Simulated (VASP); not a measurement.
# Ni (Fm-3m) in VASP: a series of runs

The runs below take Ni through single point, relaxation of cell and atoms, with LDA.

Everything below comes from runs of VASP 6.6.1. Logs are shortened: lines on timing, memory, paths and dates and some standing lists are left out, and cuts for length are marked.

### 1 The cell of the first run

It takes space group Fm-3m (No. 225, cubic). Conventional cell: a = 3.425 Å, b = 3.425 Å, c = 3.425 Å, α = 90.00°, β = 90.00°, γ = 90.00°. Ni (site symmetry m-3m) has 12 Ni at 2.42 Å within 3.2 Å.

### 2 Single point, LDA, collinear spin, ferromagnetic start

INCAR

```
  ALGO = Normal
  EDIFF = 1E-6
  ENCUT = 520
  GGA = CA
  ISIF = 2
  ISMEAR = -1
  ISPIN = 2
  LASPH = True
  LCHARG = False
  LMAXMIX = 4
  LORBIT = 11
  LREAL = False
  LWAVE = False
  MAGMOM = 1.5
  NBANDS = 15
  NELM = 150
  PREC = Accurate
  SIGMA = 0.1
```

KPOINTS

```
k-points
0
Gamma
  21 21 21
```

POSCAR

```
Ni
1.0
    0.0000000000      1.7124107218      1.7124107218
    1.7124107218      0.0000000000      1.7124107218
    1.7124107218      1.7124107218      0.0000000000
Ni
1
Direct
    0.0000000000      0.0000000000      0.0000000000
```

Potentials or basis: VASP PAW LDA potentials, release 64 (Ni).

On the command line:

```sh
cat potpaw_LDA.64/Ni/POTCAR > POTCAR
mpirun -np 1 vasp_std > vasp.out
```

OUTCAR:

```text
EDIFF = 1E-6
   ENCUT = 520
   GGA = CA
   ISIF = 2
   ISMEAR = -1
   ISPIN = 2
   LASPH = True
   LORBIT = 11
   LREAL = False
   NELM = 150
   PREC = Accurate

 ion  position               nearest neighbor table
   1  0.000  0.000  0.000-

  LATTYP: Found a face centered cubic cell.
 ALAT       =     3.4248214436

  Lattice vectors:

 A1 = (   0.0000000000,   1.7124107218,   1.7124107218)
 A2 = (   1.7124107218,   0.0000000000,   1.7124107218)
 A3 = (   1.7124107218,   1.7124107218,   0.0000000000)

Analysis of symmetry for initial positions (statically):
=====================================================================
 Subroutine PRICEL returns:
 Original cell was already a primitive cell.

 Routine SETGRP: Setting up the symmetry group for a
 face centered cubic supercell.

 Subroutine GETGRP returns: Found 48 space group operations
 (whereof 48 operations were pure point group operations)
 out of a pool of 48 trial point group operations.

The static configuration has the point symmetry O_h .

Analysis of symmetry for dynamics (positions and initial velocities):
=====================================================================
 Subroutine PRICEL returns:
 Original cell was already a primitive cell.

 Routine SETGRP: Setting up the symmetry group for a
 face centered cubic supercell.

 Subroutine GETGRP returns: Found 48 space group operations
 (whereof 48 operations were pure point group operations)
 out of a pool of 48 trial point group operations.

The dynamic configuration has the point symmetry O_h .

Analysis of structural, dynamic, and magnetic symmetry:
=====================================================================
 Subroutine PRICEL returns:
 Original cell was already a primitive cell.

 Routine SETGRP: Setting up the symmetry group for a
 face centered cubic supercell.

 Subroutine GETGRP returns: Found 48 space group operations
 (whereof 48 operations were pure point group operations)
 out of a pool of 48 trial point group operations.

The overall configuration has the point symmetry O_h .

 Subroutine INISYM returns: Found 48 space group operations
 (whereof 48 operations are pure point group operations),
 and found     1 'primitive' translations

----------------------------------------------------------------------------------------

                                     Primitive cell

  volume of cell :      10.0428

  direct lattice vectors                    reciprocal lattice vectors
     0.000000000  1.712410722  1.712410722    -0.291986025  0.291986025  0.291986025
     1.712410722  0.000000000  1.712410722     0.291986025 -0.291986025  0.291986025
     1.712410722  1.712410722  0.000000000     0.291986025  0.291986025 -0.291986025

  length of vectors
     2.421714467  2.421714467  2.421714467     0.505734631  0.505734631  0.505734631

  position of ions in fractional coordinates (direct lattice)
     0.000000000  0.000000000  0.000000000

  ion indices of the primitive-cell ions
   primitive index   ion index
                 1           1

----------------------------------------------------------------------------------------

 KPOINTS: k-points

Automatic generation of k-mesh.
 Grid dimensions read from file:
 generate k-points for:   21   21   21

 Generating k-lattice:

  Cartesian coordinates                     Fractional coordinates (reciprocal lattice)
    -0.013904096  0.013904096  0.013904096     0.047619048  0.000000000  0.000000000
     0.013904096 -0.013904096  0.013904096     0.000000000  0.047619048  0.000000000
     0.013904096  0.013904096 -0.013904096     0.000000000  0.000000000  0.047619048

  Length of vectors
     0.024082601  0.024082601  0.024082601

  Shift w.r.t. Gamma in fractional coordinates (k-lattice)
     0.000000000  0.000000000  0.000000000

 Subroutine IBZKPT returns following result:
 ===========================================

 Found    286 irreducible k-points:

 Following reciprocal coordinates:
            Coordinates               Weight
  0.000000  0.000000  0.000000      1.000000
  0.047619  0.000000  0.000000      8.000000
  0.095238  0.000000  0.000000      8.000000
  0.142857  0.000000  0.000000      8.000000
  0.190476  0.000000  0.000000      8.000000
  0.238095  0.000000  0.000000      8.000000
[... 16 lines left out ...]
 -0.428571  0.047619  0.000000     24.000000
 -0.380952  0.047619  0.000000     24.000000
 [... further k-points ...]
   k-points           NKPTS =    286   k-points in BZ     NKDIM =    286   number of bands    NBANDS=     15
   number of dos      NEDOS =    301   number of ions     NIONS =      1
   total plane-waves  NPLWV =   5832
   dimension x,y,z NGX =    18 NGY =   18 NGZ =   18
   dimension x,y,z NGXF=    36 NGYF=   36 NGZF=   36
   ions per type =               1
   NGX,Y,Z   is equivalent  to a cutoff of  12.36, 12.36, 12.36 a.u.
   NGXF,Y,Z  is equivalent  to a cutoff of  24.71, 24.71, 24.71 a.u.
 SYSTEM =  unknown system
   PREC   = accura    normal or accurate (medium, high low for compatibility)
   ISTART =      0    job   : 0-new  1-cont  2-samecut
   ICHARG =      2    charge: 1-file 2-atom 10-const
   ISPIN  =      2    spin polarized calculation?
   LNONCOLLINEAR =      F non collinear calculations
   LSORBIT =      F    spin-orbit coupling
   LASPH  =      T    aspherical Exc in radial PAW
   ENCUT  =  520.0 eV  38.22 Ry    6.18 a.u.   4.50  4.50  4.50*2*pi/ulx,y,z
   NELM   =    150;   NELMIN=  2; NELMDL= -5     # of ELM steps
   EDIFF  = 0.1E-05   stopping-criterion for ELM
   LREAL  =      F    real-space projection
   EDIFFG = 0.1E-04   stopping-criterion for IOM
   NSW    =      0    number of steps for IOM
   IBRION =     -1    ionic relax: 0-MD 1-quasi-New 2-CG
   NFREE  =      0    steps in history (QN), initial steepest desc. (CG)
   ISIF   =      2    stress and relaxation
   ISYM   =      2    0-nonsym 1-usesym 2-fastsym
   POTIM  = 0.5000    time-step for ionic-motion
   TEBEG  =    0.0;   TEEND  =   0.0 temperature during run
   PSTRESS=    0.0 pullay stress
   NELECT =      10.0000    total number of electrons
   NUPDOWN=      -1.0000    fix difference up-down
   EMIN   =  10.00;   EMAX   =-10.00  energy-range for DOS
   EFERMI =   0.00;   METHOD = LEGACY
   ISMEAR =    -1;   SIGMA  =   0.10  broadening in eV -4-tet -1-fermi 0-gaus
   EFERMI_NEDOS =   21; number of points for ismear=-14 and -15
   IALGO  =     38    algorithm
   IMIX   =      4    mixing-type and parameters
     AMIX     =   0.40;   BMIX     =  1.00
     AMIX_MAG =   1.60;   BMIX_MAG =  1.00
  volume/ion in A,a.u.               =      10.04        67.77
  Fermi-wavevector in a.u.,A,eV,Ry     =   1.634771  3.089269 36.361241  2.672476
  Thomas-Fermi vector in A             =   2.726355
   LORBIT       =     11    0 simple, 1 ext, 2 COOP (PROOUT), +10 PAW based schemes
   GGA     = CA    functional components
   LHFCALC =     F    Hartree Fock is set to
   AEXX    =    0.0000 exact exchange contribution
   IVDW    =     0    specifies the selected vdW correction
   LEPSILON=     F    determine dielectric tensor
   LRPA    =     F    only Hartree local field effects (RPA)
 spin polarized calculation
  energy-cutoff  :      520.00
  volume of cell :       10.04
 maximum number of plane-waves:       290
 NGX is ok and might be reduce to    18
   NGX =  9   NGY =  9   NGZ =  9

 number of electron      10.0000000 magnetization       1.5000000

 number of electron       9.9999990 magnetization       0.5460214

 Free energy of the ion-electron system (eV)
  ---------------------------------------------------
  ext. energy  EPLUGINS =         0.00000000
  ---------------------------------------------------
  free energy    TOTEN  =        -6.60734069 eV

  energy without entropy =       -6.55334672  energy(sigma->0) =       -6.58034370

 E-fermi :  10.1996     XC(G=0): -14.0933

 val. band max:       10.1944615097   @ k =   0.4286   0.3333   0.0476
 cond. band min:      10.2017739473   @ k =  -0.3810   0.1429   0.0476
 fundamental gap:      0.0073124376
 Fermi energy:        10.1995876410

 spin component 1

 k-point     1 :       0.0000    0.0000    0.0000
  band No.  band energies     occupation
      1       0.6653      1.00000
      2       7.6876      1.00000
      3       7.6876      1.00000
      4       7.6876      1.00000
      5       8.9726      1.00000
      6       8.9726      1.00000
      7      34.6660      0.00000
      8      39.0626      0.00000
      9      39.0626      0.00000
     10      39.0626      0.00000
     11      42.3322      0.00000
     12      42.3322      0.00000
     13      42.3322      0.00000
     14      45.2880      0.00000
     15      52.2344      0.00000
[... 397 lines left out ...]
 k-point    24 :      -0.3810    0.0476    0.0000
  band No.  band energies     occupation
      1       4.8402      1.00000
      2       7.7090      1.00000
      3       7.7686      1.00000
      4       8.3258      1.00000
      5       9.5116      0.99897
      6       9.9242      0.94016
      7      18.8720      0.00000
      8      32.8093      0.00000
      9      35.2431      0.00000
     10      37.0177      0.00000
     11      39.4306      0.00000
     12      41.0625      0.00000
     13      46.1340      0.00000
     14      54.3377      0.00000
     15      54.7453      0.00000

 [... further k-points ...]

 spin component 2

 k-point     1 :       0.0000    0.0000    0.0000
  band No.  band energies     occupation
      1       0.7089      1.00000
      2       8.2426      1.00000
      3       8.2426      1.00000
      4       8.2426      1.00000
      5       9.4918      0.99916
      6       9.4918      0.99916
      7      34.6570      0.00000
      8      39.1084      0.00000
      9      39.1084      0.00000
     10      39.1084      0.00000
     11      42.4894      0.00000
     12      42.4894      0.00000
     13      42.4894      0.00000
     14      45.2716      0.00000
     15      52.4096      0.00000
[... 397 lines left out ...]
 k-point    24 :      -0.3810    0.0476    0.0000
  band No.  band energies     occupation
      1       5.1068      1.00000
      2       8.2093      1.00000
      3       8.2761      1.00000
      4       8.5782      1.00000
      5      10.0943      0.74129
      6      10.4592      0.06939
      7      19.1373      0.00000
      8      32.8423      0.00000
      9      35.3290      0.00000
     10      37.1359      0.00000
     11      39.5505      0.00000
     12      41.1655      0.00000
     13      46.2799      0.00000
     14      54.4533      0.00000
     15      55.4603      0.00000

 [... further k-points ...]
[... 5 lines left out ...]
  --------------------------------------------------------------------------------------
  -------------------------------------------------------------------------------------
  Total       -0.0090145     -0.0090145     -0.0090145     -0.0000000     -0.0000000      0.0000000
  in kB       -1.4381276     -1.4381276     -1.4381276     -0.0000000     -0.0000000      0.0000000
  external PRESSURE =      -1.4381276 kB  Pullay stress =       0.0000000 kB

 VOLUME and BASIS-vectors are now :
 -----------------------------------------------------------------------------
  energy-cutoff  :      520.00
  volume of cell :       10.04
      direct lattice vectors                 reciprocal lattice vectors
     0.000000000  1.712410722  1.712410722    -0.291986025  0.291986025  0.291986025
     1.712410722  0.000000000  1.712410722     0.291986025 -0.291986025  0.291986025
     1.712410722  1.712410722  0.000000000     0.291986025  0.291986025 -0.291986025

 POSITION                                       TOTAL-FORCE (eV/Angst)
 -----------------------------------------------------------------------------------
      0.00000      0.00000      0.00000        -0.000000      0.000000      0.000000
 -----------------------------------------------------------------------------------
    total drift:                                0.000000     -0.000000      0.000000

  FREE ENERGIE OF THE ION-ELECTRON SYSTEM (eV)
  ---------------------------------------------------
  free  energy   TOTEN  =        -6.6073406902 eV

  energy  without entropy=       -6.5533467176  energy(sigma->0) =       -6.58034370

 total charge

# of ion       s       p       d       tot
------------------------------------------
    1        0.534   0.571   8.368   9.474

 magnetization (x)

# of ion       s       p       d       tot
------------------------------------------
    1       -0.005  -0.017   0.568   0.546
```

Wall time 3.1 min (1 thread of AMD EPYC 7R13, shared host); peak memory 0.14 GiB.

Results:

- Free energy: -6.6073 eV
- Pressure: -0.1 GPa
- Net moment: 0.55 μB per cell
- Site moments: Ni +0.55 μB
- Valence electrons inside the program's atomic spheres: Ni 9.47

Levels at points of the mesh, in eV from the Fermi level:
Spin up:
```
           k point  band 3  band 4  band 5  band 6  band 7  band 8
(0.00, 0.00, 0.00)   -2.51   -2.51   -1.23   -1.23   24.47   28.86
```
Spin down:
```csv
k point,band 3,band 4,band 5,band 6,band 7,band 8
"(0.00, 0.00, 0.00)",-1.96,-1.96,-0.71,-0.71,24.46,28.91
```

(Part 1 of 2 ends here.)
